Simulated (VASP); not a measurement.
AlN, 2 atoms in the cell. Symmetry: F-43m, No. 216, cubic system. The conventional cell has a = 4.330 Å, b = 4.330 Å, c = 4.330 Å, α = 90.00°, β = 90.00°, γ = 90.00°. Within 2.5 Å of Al (site symmetry -43m) lie 4 N at 1.87 Å. Within 2.5 Å of N (site symmetry -43m) lie 4 Al at 1.87 Å. 

- Program: VASP 6.6.1
- Task: elastic constants
- Functional: PBEsol
- Potentials or basis: VASP PAW PBE potentials, release 64 (Al, N)
- Cutoff: 600 eV
- k mesh: 10 × 10 × 10
- Occupations: gaussian, width 0.01 eV
- Spin: no spin polarisation
- Dipole correction: no
- Ions in elastic constants: relaxed
- Further INCAR settings: ALGO = Normal; EDIFF = 1e-08; IBRION = 6; POTIM = 0.015; NSW = 1; ISIF = 3

Potentials or basis: VASP PAW PBE potentials, release 64 (Al, N).

Command:

```console
$ cat potpaw_PBE.64/Al/POTCAR potpaw_PBE.64/N/POTCAR > POTCAR
$ mpirun -np 1 vasp_std > vasp.out
```

Hardware: 1 thread of Intel(R) Xeon(R) 6975P-C (Granite Rapids) (shared host).

Problem. How long does it take, and how much memory?

Solution. Wall time 92 s on 1 thread of Intel(R) Xeon(R) 6975P-C (Granite Rapids) (shared host), peak memory 0.25 GiB. Counts: scf iterations 148, k points 47.
